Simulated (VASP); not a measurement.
# MoSe (P6_3/mmc) in VASP: single point with PBE+U

Aim: the single point of MoSe with PBE+U.

All numbers are computed with VASP 6.6.1; they aren't measurements. Logs are shortened: lines on timing, memory, paths and dates and some standing lists are left out, and cuts for length are marked.

## 1. The cell of the first run

Symmetry: P6_3/mmc, No. 194, hexagonal system. The conventional cell has a = 4.021 Å, b = 4.021 Å, c = 6.816 Å, α = 90.00°, β = 90.00°, γ = 120.00°. Within 3.8 Å of Mo (site symmetry -3m) lie 6 Se at 2.88 Å and 2 Mo at 3.41 Å. Within 3.8 Å of Se (site symmetry -6m2) lie 6 Mo at 2.88 Å.

## 2. Single point, PBE+U, collinear spin

INCAR

```
PREC = Accurate ; ENCUT = 520
EDIFF = 1E-7 ; ISMEAR = 0
SIGMA = 0.1 ; LREAL = False
LASPH = True ; NELM = 150
ALGO = Normal ; ISIF = 2
LWAVE = False ; LCHARG = False
ISPIN = 2 ; MAGMOM = 2 -2 0 0
LORBIT = 11 ; LMAXMIX = 4
LDAU = True ; LDAUTYPE = 2
LDAUL = 2 -1 ; LDAUU = 4.38 0
LDAUJ = 0 0 ; LDAUPRINT = 1
GGA = PE ; NBANDS = 32
```

KPOINTS

```
Automatic mesh
0
Gamma
  12 12 6
```

POSCAR

```
MoSe
1.0
    4.0210081880      0.0000000000      0.0000000000
   -2.0105040940      3.4822952396      0.0000000000
    0.0000000000      0.0000000000      6.8157726664
Mo Se
2 2
Direct
    0.0000000000      0.0000000000      0.0000000000
    0.0000000000      0.0000000000      0.5000000000
    0.3333333333      0.6666666667      0.2500000000
    0.6666666667      0.3333333333      0.7500000000
```

Potentials or basis: VASP PAW PBE potentials, release 64 (Mo_sv, Se).

The run is started by

```
cat potpaw_PBE.64/Mo_sv/POTCAR potpaw_PBE.64/Se/POTCAR > POTCAR
mpirun -np 1 vasp_std > vasp.out
```

OUTCAR:

```text
PREC = Accurate
   ENCUT = 520
   EDIFF = 1E-7
   ISMEAR = 0
   LREAL = False
   LASPH = True
   NELM = 150
   ISIF = 2
   ISPIN = 2
   LORBIT = 11
   GGA = PE

 ion  position               nearest neighbor table
   1  0.000  0.000  0.000-   3 2.88   4 2.88   3 2.88   4 2.88   4 2.88   3 2.88   2 3.41   2 3.41

   2  0.000  0.000  0.500-   3 2.88   4 2.88   3 2.88   4 2.88   4 2.88   3 2.88   1 3.41   1 3.41

   3  0.333  0.667  0.250-   1 2.88   2 2.88   1 2.88   2 2.88   1 2.88   2 2.88
   4  0.667  0.333  0.750-   1 2.88   2 2.88   1 2.88   2 2.88   1 2.88   2 2.88

  LATTYP: Found a hexagonal cell.
 ALAT       =     4.0210081880
 C/A-ratio  =     1.6950407330

  Lattice vectors:

 A1 = (   4.0210081880,   0.0000000000,   0.0000000000)
 A2 = (  -2.0105040940,   3.4822952396,   0.0000000000)
 A3 = (   0.0000000000,   0.0000000000,   6.8157726664)

Analysis of symmetry for initial positions (statically):
=====================================================================
 Subroutine PRICEL returns:
 Original cell was already a primitive cell.

 Routine SETGRP: Setting up the symmetry group for a
 hexagonal supercell.

 Subroutine GETGRP returns: Found 24 space group operations
 (whereof 12 operations were pure point group operations)
 out of a pool of 24 trial point group operations.

The static configuration has the point symmetry D_3d.
 The point group associated with its full space group is D_6h.

Analysis of symmetry for dynamics (positions and initial velocities):
=====================================================================
 Subroutine PRICEL returns:
 Original cell was already a primitive cell.

 Routine SETGRP: Setting up the symmetry group for a
 hexagonal supercell.

 Subroutine GETGRP returns: Found 24 space group operations
 (whereof 12 operations were pure point group operations)
 out of a pool of 24 trial point group operations.

[... 223 lines left out ...]
  o =  0.0989  v = -0.0000 -0.8329  0.0000 -0.0000 -0.5534  0.0000  0.0000  0.0000  0.0000  0.0000      0.0000  0.0000  0.0000  0.0000  0.0000  0.0000  0.0000  0.0000  0.0000  0.0000
  o =  0.0989  v =  0.5534 -0.0000  0.0000  0.8329 -0.0000  0.0000  0.0000  0.0000  0.0000  0.0000      0.0000  0.0000  0.0000  0.0000  0.0000  0.0000  0.0000  0.0000  0.0000  0.0000
  o =  0.5503  v =  0.0000  0.0000  0.0000  0.0000  0.0000  0.0000 -0.8321 -0.0000  0.0000 -0.5546      0.0000  0.0000  0.0000  0.0000  0.0000  0.0000  0.0000  0.0000  0.0000  0.0000
  o =  0.5503  v =  0.0000  0.0000  0.0000  0.0000  0.0000  0.5546  0.0000 -0.0000  0.8321  0.0000      0.0000  0.0000  0.0000  0.0000  0.0000  0.0000  0.0000  0.0000  0.0000  0.0000
  o =  0.8194  v =  0.0000  0.0000  0.0000  0.0000  0.0000  0.0000 -0.0000  1.0000  0.0000  0.0000      0.0000  0.0000  0.0000  0.0000  0.0000  0.0000  0.0000  0.0000  0.0000  0.0000
  o =  0.8496  v =  0.0000  0.0000  0.0000  0.0000  0.0000  0.0000 -0.5546 -0.0000 -0.0000  0.8321      0.0000  0.0000  0.0000  0.0000  0.0000  0.0000  0.0000  0.0000  0.0000  0.0000
  o =  0.8496  v =  0.0000  0.0000  0.0000  0.0000  0.0000 -0.8321  0.0000 -0.0000  0.5546  0.0000      0.0000  0.0000  0.0000  0.0000  0.0000  0.0000  0.0000  0.0000  0.0000  0.0000

 number of electron      40.0000000 magnetization      -0.0000000

 Free energy of the ion-electron system (eV)
  ---------------------------------------------------
  ext. energy  EPLUGINS =         0.00000000
  ---------------------------------------------------
  free energy    TOTEN  =       -20.20402308 eV

  energy without entropy =      -20.17842512  energy(sigma->0) =      -20.19122410

 E-fermi :   6.2670     XC(G=0): -10.1447

 val. band max:        6.2620559850   @ k =   0.4167   0.0833   0.1667
 cond. band min:       6.2675169591   @ k =   0.4167  -0.0000   0.0000
 fundamental gap:      0.0054609741
 Fermi energy:         6.2670065124

 spin component 1

 k-point     1 :       0.0000    0.0000    0.0000
  band No.  band energies     occupation
      1     -55.8719      1.00000
      2     -53.7046      1.00000
      3     -30.1077      1.00000
      4     -30.0602      1.00000
      5     -30.0602      1.00000
      6     -27.7218      1.00000
[... 1673 lines left out ...]
     31      13.0620      0.00000
     32      13.6613      0.00000

 [... further k-points ...]

------------------------ aborting loop because EDIFF is reached ----------------------------------------

  FORCE on cell =-STRESS in cart. coord.  units (eV):
  Direction    XX          YY          ZZ          XY          YZ          ZX
  --------------------------------------------------------------------------------------
  -------------------------------------------------------------------------------------
  Total       -2.3822022     -2.3822022     -3.7994403     -0.0000000      0.0000000      0.0000000
  in kB      -39.9920398    -39.9920398    -63.7844135     -0.0000000      0.0000000      0.0000000
  external PRESSURE =     -47.9228311 kB  Pullay stress =       0.0000000 kB

 VOLUME and BASIS-vectors are now :
 -----------------------------------------------------------------------------
  energy-cutoff  :      520.00
  volume of cell :       95.44
      direct lattice vectors                 reciprocal lattice vectors
     4.021008188  0.000000000  0.000000000     0.248693848  0.143583460  0.000000000
    -2.010504094  3.482295240  0.000000000     0.000000000  0.287166920  0.000000000
     0.000000000  0.000000000  6.815772666     0.000000000  0.000000000  0.146718509

 POSITION                                       TOTAL-FORCE (eV/Angst)
 -----------------------------------------------------------------------------------
      0.00000      0.00000      0.00000         0.000000      0.000000     -0.000000
      0.00000      0.00000      3.40789         0.000000      0.000000     -0.000000
     -0.00000      2.32153      1.70394        -0.000000      0.000000      0.000000
      2.01050      1.16077      5.11183         0.000000     -0.000000     -0.000000
 -----------------------------------------------------------------------------------
    total drift:                               -0.000000      0.000000      0.000000

  FREE ENERGIE OF THE ION-ELECTRON SYSTEM (eV)
  ---------------------------------------------------
  free  energy   TOTEN  =       -20.2040230836 eV

  energy  without entropy=      -20.1784251237  energy(sigma->0) =      -20.19122410

 total charge

# of ion       s       p       d       tot
------------------------------------------
    1        2.180   6.049   3.874  12.103
    2        2.180   6.049   3.874  12.103
    3        1.442   2.345   0.038   3.825
    4        1.442   2.345   0.038   3.825
--------------------------------------------------
tot          7.243  16.788   7.825  31.856

 magnetization (x)

# of ion       s       p       d       tot
------------------------------------------
    1        0.037   0.025   3.303   3.365
    2       -0.037  -0.025  -3.303  -3.365
    3        0.000   0.000   0.000   0.000
    4        0.000   0.000   0.000   0.000
--------------------------------------------------
tot          0.000   0.000  -0.000  -0.000
```

It took 8.9 min on 1 thread of Oxide Virtual Turin-like, shared host; peak memory 0.44 GiB.

What came out:

```yaml
Free_energy: -20.2040 eV
Pressure: -4.8 GPa
Band_gap_on_the_k_mesh: zero (filled and empty bands overlap)
Net_moment: 0.00 μB per cell
Site_moments: Mo +3.37, -3.37; Se +0.00 μB
Valence_electrons_inside_the_program's_atomic_spheres: Mo 12.10; Se 3.83
```

Stress tensor (GPa, compression positive):
```
-4.00  0.00  0.00
 0.00 -4.00  0.00
 0.00  0.00 -6.38
```

Levels at points of the mesh, in eV from the Fermi level:
Spin up:
```tsv
k point	band 16	band 17	band 18	band 19	band 20	band 21	band 22	band 23	band 24	band 25
(0.00, 0.00, 0.00)	-2.98	-2.17	-1.93	-1.93	-0.47	-0.47	0.83	2.46	2.46	2.65
(0.50, 0.00, 0.00)	-3.30	-3.02	-2.34	-2.06	-0.09	0.02	1.30	3.08	3.26	3.51
(0.00, 0.00, 0.50)	-2.88	-2.75	-2.75	-2.56	0.60	0.60	1.29	2.13	2.13	3.01
(0.50, 0.00, 0.50)	-3.24	-3.21	-2.34	-2.01	0.31	0.77	0.87	2.23	2.43	3.02
```
Spin down:
```csv
k point,band 16,band 17,band 18,band 19,band 20,band 21,band 22,band 23,band 24,band 25
"(0.00, 0.00, 0.00)",-2.98,-2.17,-1.93,-1.93,-0.47,-0.47,0.83,2.46,2.46,2.65
"(0.50, 0.00, 0.00)",-3.30,-3.02,-2.34,-2.06,-0.09,0.02,1.30,3.08,3.26,3.51
"(0.00, 0.00, 0.50)",-2.88,-2.75,-2.75,-2.56,0.60,0.60,1.29,2.13,2.13,3.01
"(0.50, 0.00, 0.50)",-3.24,-3.21,-2.34,-2.01,0.31,0.77,0.87,2.23,2.43,3.02
```

Eigenvalues of the final occupation matrices:
```tsv
site	spin	trace	eigenvalues
site 1 d	1	3.62	0.55 0.55 0.82 0.85 0.85
site 1 d	2	0.29	0.03 0.03 0.04 0.10 0.10
site 2 d	1	0.29	0.03 0.03 0.04 0.10 0.10
site 2 d	2	3.62	0.55 0.55 0.82 0.85 0.85
```

Caveat: the cell stands under tension.
